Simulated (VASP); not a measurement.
# Sc2BP3 (P-6m2) in VASP: notebook

Sc2BP3 is run at these levels: PBE; tasks: single point, relaxation of cell and atoms.

Everything below comes from runs of VASP 6.6.1. Logs are shortened: lines on timing, memory, paths and dates and some standing lists are left out, and cuts for length are marked.

## (1) The cell of the first run

The structure is hexagonal, space group P-6m2 (No. 187). The conventional cell has a = 4.185 Å, b = 4.185 Å, c = 7.662 Å, α = 90.00°, β = 90.00°, γ = 120.00°. Within 3.2 Å of Sc (site symmetry -6m2) lie 3 B at 2.42 Å and 6 P at 2.90 Å. Sc (site symmetry -6m2) has 5 P at 2.23 to 2.42 Å within 2.9 Å. B (site symmetry -6m2) has 2 P at 1.60 Å within 2.1 Å. P (site symmetry 3m) has 1 B at 1.60 Å within 2.1 Å. P (site symmetry -6m2) has 3 Sc at 2.42 Å and 6 P at 3.29 Å within 3.3 Å.

The cell was generated, and may not be a known phase.

## (2) Single point, PBE

File INCAR:

```
ALGO = Normal
EDIFF = 1E-7
ENCUT = 520
GGA = PE
ISIF = 2
ISMEAR = 0
LASPH = True
LCHARG = False
LREAL = False
LWAVE = False
NBANDS = 29
NELM = 80
PREC = Accurate
SIGMA = 0.1
```

File KPOINTS:

```
k-points
0
Gamma
  6 6 2
```

File POSCAR:

```
Sc2BP3
1.0
    4.1848663800      0.0000000000      0.0000000000
   -2.0924331900      3.6242005900      0.0000000000
    0.0000000000      0.0000000000      7.6622387200
Sc B P
2 1 3
Direct
    0.6666666700      0.3333333300      0.5000000000
    0.3333333300      0.6666666700      0.0000000000
    0.3333333300      0.6666666700      0.5000000000
    0.3333333300      0.6666666700      0.2910629900
    0.3333333300      0.6666666700      0.7089370100
    0.6666666700      0.3333333300      0.0000000000
```

Potentials or basis: VASP PAW PBE potentials, release 64 (Sc_sv, B, P).

Command:

```console
$ cat potpaw_PBE.64/Sc_sv/POTCAR potpaw_PBE.64/B/POTCAR potpaw_PBE.64/P/POTCAR > POTCAR
$ mpirun -np 1 vasp_std > vasp.out
```

OUTCAR:

```text
EDIFF = 1E-7
   ENCUT = 520
   GGA = PE
   ISIF = 2
   ISMEAR = 0
   LASPH = True
   LREAL = False
   NELM = 80
   PREC = Accurate

 ion  position               nearest neighbor table
   1  0.667  0.333  0.500-   3 2.42   3 2.42   3 2.42   4 2.90   5 2.90   4 2.90   5 2.90   5 2.90
                             4 2.90
   2  0.333  0.667  0.000-   4 2.23   5 2.23   6 2.42   6 2.42   6 2.42
   3  0.333  0.667  0.500-   4 1.60   5 1.60   1 2.42   1 2.42   1 2.42
   4  0.333  0.667  0.291-   3 1.60   2 2.23   1 2.90   1 2.90   1 2.90
   5  0.333  0.667  0.709-   3 1.60   2 2.23   1 2.90   1 2.90   1 2.90
   6  0.667  0.333  0.000-   2 2.42   2 2.42   2 2.42

  LATTYP: Found a hexagonal cell.
 ALAT       =     4.1848663800
 C/A-ratio  =     1.8309398734

  Lattice vectors:

 A1 = (   4.1848663800,   0.0000000000,   0.0000000000)
 A2 = (  -2.0924331900,   3.6242005900,   0.0000000000)
 A3 = (   0.0000000000,   0.0000000000,   7.6622387200)

Analysis of symmetry for initial positions (statically):
=====================================================================
 Subroutine PRICEL returns:
 Original cell was already a primitive cell.

 Routine SETGRP: Setting up the symmetry group for a
 hexagonal supercell.

 Subroutine GETGRP returns: Found 12 space group operations
 (whereof 12 operations were pure point group operations)
 out of a pool of 24 trial point group operations.

The static configuration has the point symmetry D_3h.

Analysis of symmetry for dynamics (positions and initial velocities):
=====================================================================
 Subroutine PRICEL returns:
 Original cell was already a primitive cell.

 Routine SETGRP: Setting up the symmetry group for a
 hexagonal supercell.

 Subroutine GETGRP returns: Found 12 space group operations
 (whereof 12 operations were pure point group operations)
 out of a pool of 24 trial point group operations.

The dynamic configuration has the point symmetry D_3h.

 Subroutine INISYM returns: Found 12 space group operations
 (whereof 12 operations are pure point group operations),
 and found     1 'primitive' translations

----------------------------------------------------------------------------------------

                                     Primitive cell

  volume of cell :     116.2116

  direct lattice vectors                    reciprocal lattice vectors
     4.184866380  0.000000000  0.000000000     0.238956256  0.137961459  0.000000000
    -2.092433190  3.624200590  0.000000000     0.000000000  0.275922917  0.000000000
     0.000000000  0.000000000  7.662238720     0.000000000  0.000000000  0.130510160

  length of vectors
     4.184866380  4.184866374  7.662238720     0.275922917  0.275922917  0.130510160

  position of ions in fractional coordinates (direct lattice)
     0.666666670  0.333333330  0.500000000
     0.333333330  0.666666670  0.000000000
     0.333333330  0.666666670  0.500000000
     0.333333330  0.666666670  0.291062990
     0.333333330  0.666666670  0.708937010
     0.666666670  0.333333330  0.000000000

  ion indices of the primitive-cell ions
   primitive index   ion index
                 1           1
                 2           2
                 3           3
                 4           4
                 5           5
                 6           6

----------------------------------------------------------------------------------------

 KPOINTS: k-points

Automatic generation of k-mesh.
 Grid dimensions read from file:
 generate k-points for:    6    6    2

 Generating k-lattice:

  Cartesian coordinates                     Fractional coordinates (reciprocal lattice)
     0.039826043  0.022993576  0.000000000     0.166666667  0.000000000  0.000000000
     0.000000000  0.045987153  0.000000000     0.000000000  0.166666667  0.000000000
     0.000000000  0.000000000  0.065255080     0.000000000  0.000000000  0.500000000

  Length of vectors
     0.045987153  0.045987153  0.065255080

  Shift w.r.t. Gamma in fractional coordinates (k-lattice)
     0.000000000  0.000000000  0.000000000

 Subroutine IBZKPT returns following result:
 ===========================================

 Found     14 irreducible k-points:

 Following reciprocal coordinates:
            Coordinates               Weight
  0.000000  0.000000  0.000000      1.000000
  0.166667  0.000000  0.000000      6.000000
  0.333333  0.000000  0.000000      6.000000
  0.500000 -0.000000  0.000000      3.000000
  0.166667  0.166667  0.000000      6.000000
  0.333333  0.166667  0.000000     12.000000
  0.333333  0.333333  0.000000      2.000000
  0.000000  0.000000  0.500000      1.000000
  0.166667  0.000000  0.500000      6.000000
  0.333333  0.000000  0.500000      6.000000
  0.500000 -0.000000  0.500000      3.000000
  0.166667  0.166667  0.500000      6.000000
  0.333333  0.166667  0.500000     12.000000
  0.333333  0.333333  0.500000      2.000000
   k-points           NKPTS =     14   k-points in BZ     NKDIM =     14   number of bands    NBANDS=     29
   number of dos      NEDOS =    301   number of ions     NIONS =      6
   total plane-waves  NPLWV =  61440
   dimension x,y,z NGX =    32 NGY =   32 NGZ =   60
   dimension x,y,z NGXF=    64 NGYF=   64 NGZF=  120
   ions per type =               2   1   3
   NGX,Y,Z   is equivalent  to a cutoff of  12.71, 12.71, 13.02 a.u.
   NGXF,Y,Z  is equivalent  to a cutoff of  25.42, 25.42, 26.04 a.u.
 SYSTEM =  unknown system
   PREC   = accura    normal or accurate (medium, high low for compatibility)
   ISTART =      0    job   : 0-new  1-cont  2-samecut
   ICHARG =      2    charge: 1-file 2-atom 10-const
   ISPIN  =      1    spin polarized calculation?
   LNONCOLLINEAR =      F non collinear calculations
   LSORBIT =      F    spin-orbit coupling
   LASPH  =      T    aspherical Exc in radial PAW
   ENCUT  =  520.0 eV  38.22 Ry    6.18 a.u.   7.78  7.78 14.25*2*pi/ulx,y,z
   NELM   =     80;   NELMIN=  2; NELMDL= -5     # of ELM steps
   EDIFF  = 0.1E-06   stopping-criterion for ELM
   LREAL  =      F    real-space projection
   EDIFFG = 0.1E-05   stopping-criterion for IOM
   NSW    =      0    number of steps for IOM
   IBRION =     -1    ionic relax: 0-MD 1-quasi-New 2-CG
   NFREE  =      0    steps in history (QN), initial steepest desc. (CG)
   ISIF   =      2    stress and relaxation
   ISYM   =      2    0-nonsym 1-usesym 2-fastsym
   POTIM  = 0.5000    time-step for ionic-motion
   TEBEG  =    0.0;   TEEND  =   0.0 temperature during run
   PSTRESS=    0.0 pullay stress
   NELECT =      40.0000    total number of electrons
   NUPDOWN=      -1.0000    fix difference up-down
   EMIN   =  10.00;   EMAX   =-10.00  energy-range for DOS
   EFERMI =   0.00;   METHOD = LEGACY
   ISMEAR =     0;   SIGMA  =   0.10  broadening in eV -4-tet -1-fermi 0-gaus
   EFERMI_NEDOS =   21; number of points for ismear=-14 and -15
   IALGO  =     38    algorithm
   IMIX   =      4    mixing-type and parameters
     AMIX     =   0.40;   BMIX     =  1.00
     AMIX_MAG =   1.60;   BMIX_MAG =  1.00
  volume/ion in A,a.u.               =      19.37       130.71
  Fermi-wavevector in a.u.,A,eV,Ry     =   1.147304  2.168089 17.909422  1.316305
  Thomas-Fermi vector in A             =   2.283984
   LORBIT       =      0    0 simple, 1 ext, 2 COOP (PROOUT), +10 PAW based schemes
   GGA     = PE    functional components
   LHFCALC =     F    Hartree Fock is set to
   AEXX    =    0.0000 exact exchange contribution
   IVDW    =     0    specifies the selected vdW correction
   LEPSILON=     F    determine dielectric tensor
   LRPA    =     F    only Hartree local field effects (RPA)
 non-spin polarized calculation
 Gauss-broadening in eV      SIGMA  =   0.10
  energy-cutoff  :      520.00
  volume of cell :      116.21
 maximum number of plane-waves:      3179
 NGX is ok and might be reduce to    32
   NGX = 15   NGY = 15   NGZ = 29

 number of electron      39.9999998 magnetization

 Free energy of the ion-electron system (eV)
  ---------------------------------------------------
  ext. energy  EPLUGINS =         0.00000000
  ---------------------------------------------------
  free energy    TOTEN  =       -34.86683506 eV

  energy without entropy =      -34.83406125  energy(sigma->0) =      -34.85044816

 E-fermi :   4.7609     XC(G=0):  -9.5620

 val. band max:        4.7222203127   @ k =   0.3333   0.0000   0.0000
 cond. band min:       4.7795163074   @ k =   0.3333   0.0000   0.0000
 fundamental gap:      0.0572959948
 Fermi energy:         4.7608791540

 k-point     1 :       0.0000    0.0000    0.0000
  band No.  band energies     occupation
      1     -45.6550      2.00000
      2     -43.5848      2.00000
      3     -24.3240      2.00000
      4     -24.3240      2.00000
      5     -24.2294      2.00000
      6     -22.6703      2.00000
[... 21 lines left out ...]
     28       8.1943      0.00000
     29       8.5472      0.00000

 k-point     2 :       0.1667    0.0000    0.0000
  band No.  band energies     occupation
      1     -45.6546      2.00000
      2     -43.5843      2.00000
      3     -24.3330      2.00000
      4     -24.3262      2.00000
      5     -24.2280      2.00000
      6     -22.6692      2.00000
[... 21 lines left out ...]
     28       8.1572      0.00000
     29       8.3468      0.00000

 k-point     3 :       0.3333    0.0000    0.0000
  band No.  band energies     occupation
      1     -45.6538      2.00000
      2     -43.5831      2.00000
      3     -24.3510      2.00000
      4     -24.3307      2.00000
      5     -24.2252      2.00000
      6     -22.6669      2.00000
[... 318 lines left out ...]
      5     -24.2238      2.00000
      6     -22.6657      2.00000
[... 21 lines left out ...]
     28       7.6101      0.00000
     29       8.6993      0.00000

 k-point    14 :       0.3333    0.3333    0.5000
  band No.  band energies     occupation
      1     -45.6532      2.00000
      2     -43.5823      2.00000
      3     -24.3541      2.00000
      4     -24.3446      2.00000
      5     -24.2231      2.00000
      6     -22.6651      2.00000
[... 21 lines left out ...]
     28       7.8808      0.00000
     29       8.5778      0.00000

------------------------ aborting loop because EDIFF is reached ----------------------------------------

  FORCE on cell =-STRESS in cart. coord.  units (eV):
  Direction    XX          YY          ZZ          XY          YZ          ZX
  --------------------------------------------------------------------------------------
  -------------------------------------------------------------------------------------
  Total        3.5225172      3.5225172     37.5554061     -0.0000000      0.0000000      0.0000000
  in kB       48.5639727     48.5639726    517.7660190     -0.0000000      0.0000000      0.0000000
  external PRESSURE =     204.9646548 kB  Pullay stress =       0.0000000 kB

 VOLUME and BASIS-vectors are now :
 -----------------------------------------------------------------------------
  energy-cutoff  :      520.00
  volume of cell :      116.21
      direct lattice vectors                 reciprocal lattice vectors
     4.184866380  0.000000000  0.000000000     0.238956256  0.137961459  0.000000000
    -2.092433190  3.624200590  0.000000000     0.000000000  0.275922917  0.000000000
     0.000000000  0.000000000  7.662238720     0.000000000  0.000000000  0.130510160

 POSITION                                       TOTAL-FORCE (eV/Angst)
 -----------------------------------------------------------------------------------
      2.09243      1.20807      3.83112         0.000000     -0.000000      0.000000
     -0.00000      2.41613      0.00000        -0.000000      0.000000      0.000000
     -0.00000      2.41613      3.83112         0.000000      0.000000      0.000000
     -0.00000      2.41613      2.23019        -0.000000      0.000000     -2.372039
     -0.00000      2.41613      5.43204        -0.000000      0.000000      2.372039
      2.09243      1.20807      0.00000        -0.000000      0.000000      0.000000
 -----------------------------------------------------------------------------------
    total drift:                                0.000016     -0.000009     -0.000000

  FREE ENERGIE OF THE ION-ELECTRON SYSTEM (eV)
  ---------------------------------------------------
  free  energy   TOTEN  =       -34.8668350625 eV

  energy  without entropy=      -34.8340612494  energy(sigma->0) =      -34.85044816
```

Wall time 2.1 min (1 thread of Oxide Virtual Turin-like, shared host); peak memory 0.21 GiB.

What came out:

```yaml
Free_energy: -34.8668 eV
Pressure: 20.5 GPa
Largest_force: 2.372 eV/Å
Band_gap_on_the_k_mesh: zero (bands 20 and 21 overlap by 0.54 eV)
```

Forces on the atoms (eV/Å):
```
Sc   0.000  0.000  0.000
Sc   0.000  0.000  0.000
B    0.000  0.000  0.000
P    0.000  0.000 -2.372
P    0.000  0.000  2.372
P    0.000  0.000  0.000
```

Stress tensor (GPa, compression positive):
```
 4.86  0.00  0.00
 0.00  4.86  0.00
 0.00  0.00 51.78
```

Caveat: the k points lie up to 0.41 Å⁻¹ apart, too coarse for converged energies and pressures of a metal; forces of over 1 eV/Å act on the atoms, so gaps and moduli don't describe the material at rest.

## (3) Single point, PBE

This run uses another cell than the first one, of 23.41 Å³/atom.

File INCAR:

```
  PREC = Accurate
  ENCUT = 520
  EDIFF = 1E-6
  ISMEAR = 0
  SIGMA = 0.1
  LREAL = False
  LASPH = True
  NELM = 80
  ALGO = Normal
  ISIF = 2
  LWAVE = False
  LCHARG = False
  GGA = PE
  NBANDS = 29
```

File KPOINTS:

```
regular mesh
0
Gamma
  6 6 2
```

File POSCAR:

```
Sc2BP3
1.0
    4.2577950952      0.0000000000      0.0000000000
   -2.1288975476      3.6873587165      0.0000000000
    0.0000000000      0.0000000000      8.9467336909
Sc B P
2 1 3
Direct
    0.6666666667      0.3333333333      0.5000000000
    0.3333333333      0.6666666667      0.0000000000
    0.3333333333      0.6666666667      0.5000000000
    0.3333333333      0.6666666667      0.3047609964
    0.3333333333      0.6666666667      0.6952390036
    0.6666666667      0.3333333333      0.0000000000
```

Potentials or basis: VASP PAW PBE potentials, release 64 (Sc_sv, B, P).

Command:

```console
$ cat potpaw_PBE.64/Sc_sv/POTCAR potpaw_PBE.64/B/POTCAR potpaw_PBE.64/P/POTCAR > POTCAR
$ mpirun -np 1 vasp_std > vasp.out
```

Wall time 2.7 min (1 thread of Oxide Virtual Turin-like, shared host); peak memory 0.23 GiB.

Results (log left out):

| Property | Result |
| --- | --- |
| Free energy | -37.1610 eV |
| Pressure | 0.0 GPa |
| Largest force | 0.044 eV/Å |
| Band gap on the k mesh | zero (bands 20 and 21 overlap by 0.25 eV) |

Forces in eV/Å, atoms in the order of the input:
```
Sc   0.000  0.000  0.000
Sc   0.000  0.000  0.000
B    0.000  0.000  0.000
P    0.000  0.000  0.044
P    0.000  0.000 -0.044
P    0.000  0.000  0.000
```

Stress tensor (GPa, compression positive):
```
 0.11  0.00  0.00
 0.00  0.11  0.00
 0.00  0.00 -0.08
```

Levels at points of the mesh, in eV from the Fermi level:
| k point | band 17 | band 18 | band 19 | band 20 | band 21 | band 22 | band 23 | band 24 |
| --- | --- | --- | --- | --- | --- | --- | --- | --- |
| (0.00, 0.00, 0.00) | -1.66 | -0.99 | -0.99 | 0.25 | 0.70 | 1.55 | 1.55 | 1.62 |
| (0.50, 0.00, 0.00) | -2.28 | -1.67 | -0.80 | -0.40 | 0.00 | 0.86 | 1.31 | 1.64 |
| (0.00, 0.00, 0.50) | -1.69 | -0.85 | -0.85 | -0.29 | 1.10 | 1.10 | 1.18 | 1.78 |
| (0.50, 0.00, 0.50) | -1.78 | -1.74 | -1.56 | -0.59 | 0.61 | 0.90 | 0.95 | 1.71 |

Caveat: semilocal functionals underestimate gaps, and a narrow one can read as zero.

(Part 1 of 2 ends here.)

The gap in the log of VASP goes by the Fermi energy; the results here count the filled bands.